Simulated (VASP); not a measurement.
# Ti in VASP: further runs

Runs on Ti. Level: PBE. Tasks: single point.

Everything below comes from runs of VASP 6.6.1. Logs are shortened: lines on timing, memory, paths and dates and some standing lists are left out, and cuts for length are marked.

## 1. The cell of the first run

The cell holds a slab with vacuum, 4 atoms: a = 2.938 Å, b = 2.938 Å, c = 20.976 Å, α = 90.00°, β = 90.00°, γ = 120.00°.

## 2. Single point, PBE

Input file INCAR:

```
SYSTEM = Ti
  ALGO = Normal
  DIPOL = 0.5 0.5 0.500
  EDIFF = 1E-6
  ENCUT = 520
  GGA = PE
  IDIPOL = 3
  ISIF = 2
  ISMEAR = 0
  LASPH = .True.
  LCHARG = .False.
  LDIPOL = .True.
  LREAL = .False.
  LWAVE = .False.
  NBANDS = 32
  NELM = 80
  PREC = Accurate
  SIGMA = 0.1
```

Input file KPOINTS:

```
k-points
0
Gamma
  12 12 1
  0 0 0
```

Input file POSCAR:

```
Ti
1.0
    2.9381632085      0.0000000000      0.0000000000
   -1.4690816042      2.5445239790      0.0000000000
    0.0000000000      0.0000000000     20.9756981270
Ti
4
Direct
    0.6666666667      0.3333333333      0.3337195243
    0.3333333333      0.6666666667      0.4445731748
    0.6666666667      0.3333333333      0.5597687144
    0.3333333333      0.6666666667      0.6628722446
```

Potentials or basis: VASP PAW PBE potentials, release 64 (Ti_sv).

Launch:

```
> cat potpaw_PBE.64/Ti_sv/POTCAR > POTCAR
> mpirun -np 1 vasp_std > vasp.out
```

OUTCAR:

```text
SYSTEM = Ti
   EDIFF = 1E-6
   ENCUT = 520
   GGA = PE
   ISIF = 2
   ISMEAR = 0
   LASPH = .True.
   LREAL = .False.
   NELM = 80
   PREC = Accurate

 ion  position               nearest neighbor table
   1  0.667  0.333  0.334-   2 2.88   2 2.88   2 2.88
   2  0.333  0.667  0.445-   1 2.88   1 2.88   1 2.88
   3  0.667  0.333  0.560-   4 2.75   4 2.75   4 2.75
   4  0.333  0.667  0.663-   3 2.75   3 2.75   3 2.75

  LATTYP: Found a hexagonal cell.
 ALAT       =     2.9381632085
 C/A-ratio  =     7.1390513864

  Lattice vectors:

 A1 = (   2.9381632085,   0.0000000000,   0.0000000000)
 A2 = (  -1.4690816042,   2.5445239790,   0.0000000000)
 A3 = (   0.0000000000,   0.0000000000,  20.9756981270)

Analysis of symmetry for initial positions (statically):
=====================================================================
 Subroutine PRICEL returns:
 Original cell was already a primitive cell.

 Routine SETGRP: Setting up the symmetry group for a
 hexagonal supercell.

 Subroutine GETGRP returns: Found  6 space group operations
 (whereof  6 operations were pure point group operations)
 out of a pool of 24 trial point group operations.

The static configuration has the point symmetry C_3v.

Analysis of symmetry for dynamics (positions and initial velocities):
=====================================================================
 Subroutine PRICEL returns:
 Original cell was already a primitive cell.

 Routine SETGRP: Setting up the symmetry group for a
 hexagonal supercell.

 Subroutine GETGRP returns: Found  6 space group operations
 (whereof  6 operations were pure point group operations)
 out of a pool of 24 trial point group operations.

The dynamic configuration has the point symmetry C_3v.

 Subroutine INISYM returns: Found  6 space group operations
 (whereof  6 operations are pure point group operations),
 and found     1 'primitive' translations

----------------------------------------------------------------------------------------

                                     Primitive cell

  volume of cell :     156.8191

  direct lattice vectors                    reciprocal lattice vectors
     2.938163208  0.000000000  0.000000000     0.340348690  0.196500408  0.000000000
    -1.469081604  2.544523979  0.000000000     0.000000000  0.393000816  0.000000000
     0.000000000  0.000000000 20.975698127     0.000000000  0.000000000  0.047674218

  length of vectors
     2.938163208  2.938163208 20.975698127     0.393000816  0.393000816  0.047674218

  position of ions in fractional coordinates (direct lattice)
     0.666666667  0.333333333  0.333719524
     0.333333333  0.666666667  0.444573175
     0.666666667  0.333333333  0.559768714
     0.333333333  0.666666667  0.662872245

  ion indices of the primitive-cell ions
   primitive index   ion index
                 1           1
                 2           2
                 3           3
                 4           4

----------------------------------------------------------------------------------------

 KPOINTS: k-points

Automatic generation of k-mesh.
 Grid dimensions read from file:
 generate k-points for:   12   12    1

 Generating k-lattice:

  Cartesian coordinates                     Fractional coordinates (reciprocal lattice)
     0.028362391  0.016375034  0.000000000     0.083333333 -0.000000000  0.000000000
     0.000000000  0.032750068  0.000000000     0.000000000  0.083333333  0.000000000
     0.000000000  0.000000000  0.047674218     0.000000000  0.000000000  1.000000000

  Length of vectors
     0.032750068  0.032750068  0.047674218

  Shift w.r.t. Gamma in fractional coordinates (k-lattice)
     0.000000000  0.000000000  0.000000000

 Subroutine IBZKPT returns following result:
 ===========================================

 Found     19 irreducible k-points:

 Following reciprocal coordinates:
            Coordinates               Weight
  0.000000  0.000000  0.000000      1.000000
  0.083333  0.000000  0.000000      6.000000
  0.166667  0.000000  0.000000      6.000000
  0.250000  0.000000  0.000000      6.000000
  0.333333  0.000000  0.000000      6.000000
  0.416667 -0.000000  0.000000      6.000000
[... 11 lines left out ...]
  0.333333  0.250000  0.000000     12.000000
  0.333333  0.333333  0.000000      2.000000
   k-points           NKPTS =     19   k-points in BZ     NKDIM =     19   number of bands    NBANDS=     32
   number of dos      NEDOS =    301   number of ions     NIONS =      4
   total plane-waves  NPLWV =  92160
   dimension x,y,z NGX =    24 NGY =   24 NGZ =  160
   dimension x,y,z NGXF=    48 NGYF=   48 NGZF=  320
   ions per type =               4
   NGX,Y,Z   is equivalent  to a cutoff of  13.58, 13.58, 12.68 a.u.
   NGXF,Y,Z  is equivalent  to a cutoff of  27.16, 27.16, 25.36 a.u.
 SYSTEM =  Ti
   PREC   = accura    normal or accurate (medium, high low for compatibility)
   ISTART =      0    job   : 0-new  1-cont  2-samecut
   ICHARG =      2    charge: 1-file 2-atom 10-const
   ISPIN  =      1    spin polarized calculation?
   LNONCOLLINEAR =      F non collinear calculations
   LSORBIT =      F    spin-orbit coupling
   LASPH  =      T    aspherical Exc in radial PAW
   ENCUT  =  520.0 eV  38.22 Ry    6.18 a.u.   5.46  5.46 39.00*2*pi/ulx,y,z
   NELM   =     80;   NELMIN=  2; NELMDL= -5     # of ELM steps
   EDIFF  = 0.1E-05   stopping-criterion for ELM
   LREAL  =      F    real-space projection
   EDIFFG = 0.1E-04   stopping-criterion for IOM
   NSW    =      0    number of steps for IOM
   IBRION =     -1    ionic relax: 0-MD 1-quasi-New 2-CG
   NFREE  =      0    steps in history (QN), initial steepest desc. (CG)
   ISIF   =      2    stress and relaxation
   ISYM   =      2    0-nonsym 1-usesym 2-fastsym
   POTIM  = 0.5000    time-step for ionic-motion
   TEBEG  =    0.0;   TEEND  =   0.0 temperature during run
   PSTRESS=    0.0 pullay stress
   NELECT =      48.0000    total number of electrons
   NUPDOWN=      -1.0000    fix difference up-down
   EMIN   =  10.00;   EMAX   =-10.00  energy-range for DOS
   EFERMI =   0.00;   METHOD = LEGACY
   ISMEAR =     0;   SIGMA  =   0.10  broadening in eV -4-tet -1-fermi 0-gaus
   EFERMI_NEDOS =   21; number of points for ismear=-14 and -15
   IALGO  =     38    algorithm
   IMIX   =      4    mixing-type and parameters
     AMIX     =   0.40;   BMIX     =  1.00
     AMIX_MAG =   1.60;   BMIX_MAG =  1.00
  volume/ion in A,a.u.               =      39.20       264.57
  Fermi-wavevector in a.u.,A,eV,Ry     =   1.103288  2.084912 16.561620  1.217245
  Thomas-Fermi vector in A             =   2.239744
   LORBIT       =      0    0 simple, 1 ext, 2 COOP (PROOUT), +10 PAW based schemes
   GGA     = PE    functional components
   LHFCALC =     F    Hartree Fock is set to
   AEXX    =    0.0000 exact exchange contribution
   IVDW    =     0    specifies the selected vdW correction
   LEPSILON=     F    determine dielectric tensor
   LRPA    =     F    only Hartree local field effects (RPA)
 non-spin polarized calculation
 Gauss-broadening in eV      SIGMA  =   0.10
  energy-cutoff  :      520.00
  volume of cell :      156.82
 maximum number of plane-waves:      4327
 NGX is ok and might be reduce to    24
   NGX = 11   NGY = 11   NGZ = 79

 dipolmoment           0.000000      0.000000      0.004265 electrons x Angstroem

 number of electron      47.9999992 magnetization

 dipolmoment           0.000000      0.000000     -0.003325 electrons x Angstroem

 Free energy of the ion-electron system (eV)
  ---------------------------------------------------
  ext. energy  EPLUGINS =         0.00000000
  ---------------------------------------------------
  free energy    TOTEN  =       -29.47301153 eV

  energy without entropy =      -29.42763610  energy(sigma->0) =      -29.45032381

 E-fermi :   1.3698     XC(G=0):  -6.0687

 val. band max:        1.3688796931   @ k =   0.1667   0.0833   0.0000
 cond. band min:       1.3710168626   @ k =   0.3333   0.0833   0.0000
 fundamental gap:      0.0021371695
 Fermi energy:         1.3698150036

 k-point     1 :       0.0000    0.0000    0.0000
  band No.  band energies     occupation
      1     -55.6161      2.00000
      2     -55.5357      2.00000
      3     -55.4108      2.00000
      4     -55.3069      2.00000
      5     -32.0640      2.00000
      6     -31.9926      2.00000
[... 24 lines left out ...]
     31       2.4469      0.00000
     32       2.4800      0.00000

 k-point     2 :       0.0833    0.0000    0.0000
  band No.  band energies     occupation
      1     -55.6111      2.00000
      2     -55.5301      2.00000
      3     -55.4062      2.00000
      4     -55.3034      2.00000
      5     -32.0531      2.00000
      6     -31.9868      2.00000
[... 24 lines left out ...]
     31       2.3328      0.00000
     32       2.4887      0.00000

 k-point     3 :       0.1667    0.0000    0.0000
  band No.  band energies     occupation
      1     -55.5974      2.00000
      2     -55.5146      2.00000
      3     -55.3935      2.00000
      4     -55.2937      2.00000
      5     -32.0236      2.00000
      6     -31.9719      2.00000
[... 24 lines left out ...]
     31       2.5814      0.00000
     32       2.6264      0.00000

 k-point     4 :       0.2500    0.0000    0.0000
  band No.  band energies     occupation
      1     -55.5786      2.00000
      2     -55.4933      2.00000
      3     -55.3759      2.00000
      4     -55.2805      2.00000
      5     -31.9863      2.00000
      6     -31.9559      2.00000
[... 24 lines left out ...]
     31       2.9639      0.00000
     32       3.0958      0.00000

 k-point     5 :       0.3333    0.0000    0.0000
  band No.  band energies     occupation
      1     -55.5597      2.00000
      2     -55.4718      2.00000
      3     -55.3582      2.00000
      4     -55.2676      2.00000
      5     -31.9693      2.00000
      6     -31.9495      2.00000
[... 409 lines left out ...]
     31       3.4512      0.00000
     32       3.9786      0.00000

 k-point    17 :       0.2500    0.2500    0.0000
  band No.  band energies     occupation
      1     -55.5408      2.00000
      2     -55.4502      2.00000
      3     -55.3403      2.00000
      4     -55.2549      2.00000
      5     -31.9619      2.00000
      6     -31.9389      2.00000
[... 24 lines left out ...]
     31       3.2877      0.00000
     32       3.5724      0.00000

 k-point    18 :       0.3333    0.2500    0.0000
  band No.  band energies     occupation
      1     -55.5339      2.00000
      2     -55.4423      2.00000
      3     -55.3336      2.00000
      4     -55.2503      2.00000
      5     -31.9595      2.00000
      6     -31.9351      2.00000
[... 24 lines left out ...]
     31       3.3615      0.00000
     32       3.8084      0.00000

 k-point    19 :       0.3333    0.3333    0.0000
  band No.  band energies     occupation
      1     -55.5313      2.00000
      2     -55.4394      2.00000
      3     -55.3312      2.00000
      4     -55.2486      2.00000
      5     -31.9228      2.00000
      6     -31.9183      2.00000
[... 24 lines left out ...]
     31       3.3901      0.00000
     32       3.8264      0.00000

------------------------ aborting loop because EDIFF is reached ----------------------------------------

 vacuum level on the upper side and lower side of the slab       (xc-potential included)        -0.219        -0.172

  FORCE on cell =-STRESS in cart. coord.  units (eV):
  Direction    XX          YY          ZZ          XY          YZ          ZX
  --------------------------------------------------------------------------------------
  -------------------------------------------------------------------------------------
  Total       -1.2377244     -1.2377244     -1.5175451     -0.0000000      0.0000000     -0.0000000
  in kB      -12.6454895    -12.6454895    -15.5043407     -0.0000000      0.0000000     -0.0000000
  external PRESSURE =     -13.5984399 kB  Pullay stress =       0.0000000 kB

 VOLUME and BASIS-vectors are now :
 -----------------------------------------------------------------------------
  energy-cutoff  :      520.00
  volume of cell :      156.82
      direct lattice vectors                 reciprocal lattice vectors
     2.938163208  0.000000000  0.000000000     0.340348690  0.196500408  0.000000000
    -1.469081604  2.544523979  0.000000000     0.000000000  0.393000816  0.000000000
     0.000000000  0.000000000 20.975698127     0.000000000  0.000000000  0.047674218

 POSITION                                       TOTAL-FORCE (eV/Angst)
 -----------------------------------------------------------------------------------
      1.46908      0.84817      7.00000         0.000000     -0.000000      0.617587
     -0.00000      1.69635      9.32523        -0.000000      0.000000     -0.605057
      1.46908      0.84817     11.74154        -0.000000      0.000000     -0.000249
     -0.00000      1.69635     13.90421         0.000000      0.000000     -0.012281
 -----------------------------------------------------------------------------------
    total drift:                                0.000000      0.000000     -0.000026

  FREE ENERGIE OF THE ION-ELECTRON SYSTEM (eV)
  ---------------------------------------------------
  free  energy   TOTEN  =       -29.4730115275 eV

  energy  without entropy=      -29.4276360975  energy(sigma->0) =      -29.45032381

 vacuum level on the upper side and lower side of the slab         5.621         5.672
```

Run time: 85 s. Hardware: 1 thread of Intel Xeon 6975P-C (Granite Rapids), shared host; peak memory 0.32 GiB.

What came out:

| Quantity | Value |
| --- | --- |
| Free energy | -29.4730 eV |
| Largest force | 0.618 eV/Å |
| Band gap on the k mesh | zero (band 24 reaches 1.86 eV, above the bottom of band 25 at 1.04 eV) |

Forces in eV/Å, atoms in the order of the input:
```
Ti   0.000  0.000  0.618
Ti   0.000  0.000 -0.605
Ti   0.000  0.000  0.000
Ti   0.000  0.000 -0.012
```

Levels at points of the mesh, in eV from the Fermi level:
```
           k point  band 21  band 22  band 23  band 24  band 25  band 26  band 27  band 28
(0.00, 0.00, 0.00)    -0.26    -0.02     0.44     0.49     0.65     0.65     0.72     0.72
(0.50, 0.00, 0.00)    -1.43    -1.09    -0.72     0.09     0.50     0.70     1.06     1.22
```

## 3. Single point, PBE

Changes to INCAR since step 2:

```diff
@@ -1,3 +1,3 @@
 SYSTEM = Ti
-  ALGO = Normal
+  ALGO = Fast
   DIPOL = 0.5 0.5 0.500
```

KPOINTS is that of step 2.

Input file POSCAR:

```
Ti
1.0
    2.9381632083      0.0000000000      0.0000000000
   -1.4690816042      2.5445239789      0.0000000000
    0.0000000000      0.0000000000     20.9756981274
Ti
4
Direct
    0.6666666667      0.3333333333      0.3337195243
    0.3333333333      0.6666666667      0.4445731748
    0.6666666667      0.3333333333      0.5597687154
    0.3333333333      0.6666666667      0.6628722468
```

Potentials or basis: VASP PAW PBE potentials, release 64 (Ti_sv).

Launch:

```
> cat potpaw_PBE.64/Ti_sv/POTCAR > POTCAR
> mpirun -np 1 vasp_std > vasp.out
```

Wall time 11 min (1 thread of Intel Xeon Platinum 8488C (Sapphire Rapids), shared host); peak memory 0.32 GiB.

The run converged. Its results:

| Quantity | Value |
| --- | --- |
| Free energy | -29.4730 eV |
| Largest force | 0.617 eV/Å |
| Band gap on the k mesh | zero (band 24 reaches 1.86 eV, above the bottom of band 25 at 1.04 eV) |

Forces on the atoms (eV/Å):
```
Ti   0.000  0.000  0.617
Ti   0.000  0.000 -0.605
Ti   0.000  0.000 -0.001
Ti   0.000  0.000 -0.011
```

Levels at points of the mesh, in eV from the Fermi level:
| k point | band 21 | band 22 | band 23 | band 24 | band 25 | band 26 | band 27 | band 28 |
| --- | --- | --- | --- | --- | --- | --- | --- | --- |
| (0.00, 0.00, 0.00) | -0.26 | -0.02 | 0.44 | 0.49 | 0.65 | 0.65 | 0.72 | 0.72 |
| (0.50, 0.00, 0.00) | -1.43 | -1.09 | -0.72 | 0.09 | 0.50 | 0.70 | 1.06 | 1.22 |
